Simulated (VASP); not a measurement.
# MoS (Pm-3m) in VASP: single point with PBEsol

Aim: the single point of MoS with PBEsol.

All numbers are computed with VASP 6.6.1; they aren't measurements. Logs are shortened: lines on timing, memory, paths and dates and some standing lists are left out, and cuts for length are marked.

## 1. The cell of the first run

Symmetry: Pm-3m, No. 221, cubic system. Conventional cell: a = 2.971 Å, b = 2.971 Å, c = 2.971 Å, α = 90.00°, β = 90.00°, γ = 90.00°. Mo (site symmetry m-3m) has 8 S at 2.57 Å and 6 Mo at 2.97 Å within 3.4 Å. S (site symmetry m-3m) has 8 Mo at 2.57 Å and 6 S at 2.97 Å within 3.4 Å.

## 2. Single point, PBEsol, collinear spin

The input, INCAR:

```
PREC = Accurate
ENCUT = 520
EDIFF = 1E-7
ISMEAR = 0
SIGMA = 0.1
LREAL = F
LASPH = T
NELM = 150
ALGO = Normal
ISIF = 2
LWAVE = F
LCHARG = F
ISPIN = 2
MAGMOM = 2 -2 0 0
LORBIT = 11
LMAXMIX = 4
GGA = PS
NBANDS = 32
```

The input, KPOINTS:

```
Automatic mesh
0
Gamma
  14 14 7
```

The input, POSCAR:

```
MoS
1.0
    2.9706444826      0.0000000000      0.0000000000
    0.0000000000      2.9706444826      0.0000000000
    0.0000000000      0.0000000000      5.9412889651
Mo S
2 2
Direct
    1.0000000000      0.0000000000      0.0000000000
    1.0000000000      0.0000000000      0.5000000000
    0.5000000000      0.5000000000      0.2500000000
    0.5000000000      0.5000000000      0.7500000000
```

Potentials or basis: VASP PAW PBE potentials, release 64 (Mo_sv, S).

Started as:

```
cat potpaw_PBE.64/Mo_sv/POTCAR potpaw_PBE.64/S/POTCAR > POTCAR
mpirun -np 1 vasp_std > vasp.out
```

OUTCAR:

```text
PREC = Accurate
   ENCUT = 520
   EDIFF = 1E-7
   ISMEAR = 0
   LREAL = F
   LASPH = T
   NELM = 150
   ISIF = 2
   ISPIN = 2
   LORBIT = 11
   GGA = PS

 ion  position               nearest neighbor table
   1  0.000  0.000  0.000-   3 2.57   4 2.57   3 2.57   4 2.57   3 2.57   4 2.57   3 2.57   4 2.57
                             2 2.97   2 2.97
   2  0.000  0.000  0.500-   3 2.57   4 2.57   3 2.57   4 2.57   3 2.57   4 2.57   3 2.57   4 2.57
                             1 2.97   1 2.97
   3  0.500  0.500  0.250-   1 2.57   2 2.57   1 2.57   2 2.57   1 2.57   2 2.57   1 2.57   2 2.57

   4  0.500  0.500  0.750-   1 2.57   2 2.57   1 2.57   2 2.57   1 2.57   2 2.57   1 2.57   2 2.57

  LATTYP: Found a simple tetragonal cell.
 ALAT       =     2.9706444826
 C/A-ratio  =     2.0000000000

  Lattice vectors:

 A1 = (   2.9706444826,   0.0000000000,   0.0000000000)
 A2 = (   0.0000000000,   2.9706444826,   0.0000000000)
 A3 = (   0.0000000000,   0.0000000000,   5.9412889651)

Analysis of symmetry for initial positions (statically):
=====================================================================
 Subroutine PRICEL returns following result:

  LATTYP: Found a simple cubic cell.
 ALAT       =     2.9706444826
[... 12 lines left out ...]
 Subroutine GETGRP returns: Found 16 space group operations
 (whereof 16 operations were pure point group operations)
 out of a pool of 16 trial point group operations.

The static configuration has the point symmetry D_4h.

Analysis of symmetry for dynamics (positions and initial velocities):
=====================================================================
 Subroutine PRICEL returns following result:

  LATTYP: Found a simple cubic cell.
 ALAT       =     2.9706444826
[... 12 lines left out ...]
 Subroutine GETGRP returns: Found 16 space group operations
 (whereof 16 operations were pure point group operations)
 out of a pool of 16 trial point group operations.

The dynamic configuration has the point symmetry D_4h.

Analysis of structural, dynamic, and magnetic symmetry:
=====================================================================
 Subroutine PRICEL returns following result:

  LATTYP: Found a simple cubic cell.
 ALAT       =     2.9706444826
[... 12 lines left out ...]
 Subroutine GETGRP returns: Found 16 space group operations
 (whereof 16 operations were pure point group operations)
 out of a pool of 16 trial point group operations.

The overall configuration has the point symmetry D_4h.

 Subroutine INISYM returns: Found 16 space group operations
 (whereof 16 operations are pure point group operations),
 and found     2 'primitive' translations

----------------------------------------------------------------------------------------
[... 126 lines left out ...]
  energy-cutoff  :      520.00
  volume of cell :       52.43
 maximum number of plane-waves:      1447
 NGX is ok and might be reduce to    24
   NGX = 11   NGY = 11   NGZ = 23

 number of electron      40.0000001 magnetization       0.0000000

 number of electron      40.0000001 magnetization      -0.0000000

 Free energy of the ion-electron system (eV)
  ---------------------------------------------------
  ext. energy  EPLUGINS =         0.00000000
  ---------------------------------------------------
  free energy    TOTEN  =       -33.60947489 eV

  energy without entropy =      -33.59536296  energy(sigma->0) =      -33.60241892

 E-fermi :  13.5057     XC(G=0): -13.3825

 val. band max:       13.5038056149   @ k =   0.2857   0.2857   0.0000
 cond. band min:      13.5070091349   @ k =   0.4286   0.2857   0.2857
 fundamental gap:      0.0032035200
 Fermi energy:        13.5056553032

 spin component 1

 k-point     1 :       0.0000    0.0000    0.0000
  band No.  band energies     occupation
      1     -47.6201      1.00000
      2     -47.5732      1.00000
      3     -22.0982      1.00000
      4     -21.5637      1.00000
      5     -21.5637      1.00000
      6     -21.5637      1.00000
[... 829 lines left out ...]
     31      22.7036      0.00000
     32      23.7062      0.00000

 [... further k-points ...]

 spin component 2

 k-point     1 :       0.0000    0.0000    0.0000
  band No.  band energies     occupation
      1     -47.6201      1.00000
      2     -47.5732      1.00000
      3     -22.0982      1.00000
      4     -21.5637      1.00000
      5     -21.5637      1.00000
      6     -21.5637      1.00000
[... 829 lines left out ...]
     31      22.7036      0.00000
     32      23.7062      0.00000

 [... further k-points ...]

------------------------ aborting loop because EDIFF is reached ----------------------------------------

  FORCE on cell =-STRESS in cart. coord.  units (eV):
  Direction    XX          YY          ZZ          XY          YZ          ZX
  --------------------------------------------------------------------------------------
  -------------------------------------------------------------------------------------
  Total        0.1570039      0.1570039      0.1571168      0.0000000      0.0000000      0.0000000
  in kB        4.7977661      4.7977661      4.8012144      0.0000000      0.0000000      0.0000000
  external PRESSURE =       4.7989155 kB  Pullay stress =       0.0000000 kB

 VOLUME and BASIS-vectors are now :
 -----------------------------------------------------------------------------
  energy-cutoff  :      520.00
  volume of cell :       52.43
      direct lattice vectors                 reciprocal lattice vectors
     2.970644483  0.000000000  0.000000000     0.336627289  0.000000000  0.000000000
     0.000000000  2.970644483  0.000000000     0.000000000  0.336627289  0.000000000
     0.000000000  0.000000000  5.941288965     0.000000000  0.000000000  0.168313645

 POSITION                                       TOTAL-FORCE (eV/Angst)
 -----------------------------------------------------------------------------------
      0.00000      0.00000      0.00000        -0.000000      0.000000     -0.000000
      0.00000      0.00000      2.97064        -0.000000      0.000000      0.000000
      1.48532      1.48532      1.48532         0.000000     -0.000000     -0.000000
      1.48532      1.48532      4.45597         0.000000     -0.000000     -0.000000
 -----------------------------------------------------------------------------------
    total drift:                               -0.000000      0.000000      0.000000

  FREE ENERGIE OF THE ION-ELECTRON SYSTEM (eV)
  ---------------------------------------------------
  free  energy   TOTEN  =       -33.6094748889 eV

  energy  without entropy=      -33.5953629567  energy(sigma->0) =      -33.60241892

 total charge

# of ion       s       p       d       tot
------------------------------------------
    1        2.261   6.165   4.104  12.530
    2        2.261   6.165   4.104  12.530
    3        1.324   2.302   0.000   3.625
    4        1.324   2.302   0.000   3.625
--------------------------------------------------
tot          7.170  16.934   8.208  32.311

 magnetization (x)

# of ion       s       p       d       tot
------------------------------------------
    1        0.000   0.000   0.000   0.000
    2       -0.000  -0.000  -0.000  -0.000
    3        0.000   0.000   0.000   0.000
    4        0.000   0.000   0.000   0.000
--------------------------------------------------
tot          0.000   0.000   0.000   0.000
```

stdout:

```text
POSCAR found type information on POSCAR MoS
 POSCAR found :  2 types and       4 ions
 scaLAPACK will be used
 -----------------------------------------------------------------------------
|                                                                             |
|                                                                             |
|     You enforced a specific xc type in the INCAR file but a different       |
|     I HOPE YOU KNOW WHAT YOU ARE DOING!                                     |
|                                                                             |
 -----------------------------------------------------------------------------

 LDA part: xc-table for (Slater+PW92), standard interpolation
 POSCAR, INCAR and KPOINTS ok, starting setup
 FFT: planning ... GRIDC
 FFT: planning ... GRID_SOFT
 FFT: planning ... GRID
 WAVECAR not read
 entering main loop
```

Wall time 3 min (1 thread of Intel Xeon 6975P-C (Granite Rapids), shared host); peak memory 0.43 GiB.

What came out:

| Item | Value |
| --- | --- |
| Free energy | -33.6095 eV |
| Pressure | 0.5 GPa |
| Band gap on the k mesh | zero (filled and empty bands overlap) |
| Net moment | 0.00 μB per cell |
| Valence electrons inside the program's atomic spheres | Mo 12.53; S 3.62 |

Levels at points of the mesh, in eV from the Fermi level:
Spin up:
| k point | band 16 | band 17 | band 18 | band 19 | band 20 | band 21 | band 22 | band 23 | band 24 | band 25 |
| --- | --- | --- | --- | --- | --- | --- | --- | --- | --- | --- |
| (0.00, 0.00, 0.00) | -3.14 | -2.40 | -2.40 | -2.40 | 0.83 | 0.83 | 0.83 | 1.38 | 2.39 | 4.44 |
| (0.50, 0.00, 0.00) | -3.71 | -3.14 | -1.26 | -1.26 | -1.11 | 0.57 | 1.38 | 2.39 | 2.93 | 4.44 |
| (0.50, 0.50, 0.00) | -3.71 | -1.26 | -1.26 | -1.11 | 0.57 | 2.93 | 3.08 | 3.08 | 3.27 | 3.27 |
Spin down:
```
           k point  band 18  band 19  band 20  band 21  band 22  band 23
(0.00, 0.00, 0.00)    -2.40    -2.40     0.83     0.83     0.83     1.38
(0.50, 0.00, 0.00)    -1.26    -1.26    -1.11     0.57     1.38     2.39
(0.50, 0.50, 0.00)    -1.26    -1.11     0.57     2.93     3.08     3.08
```

Caveat: the PAW data sets were made with another functional, which shifts forces and pressure a little.
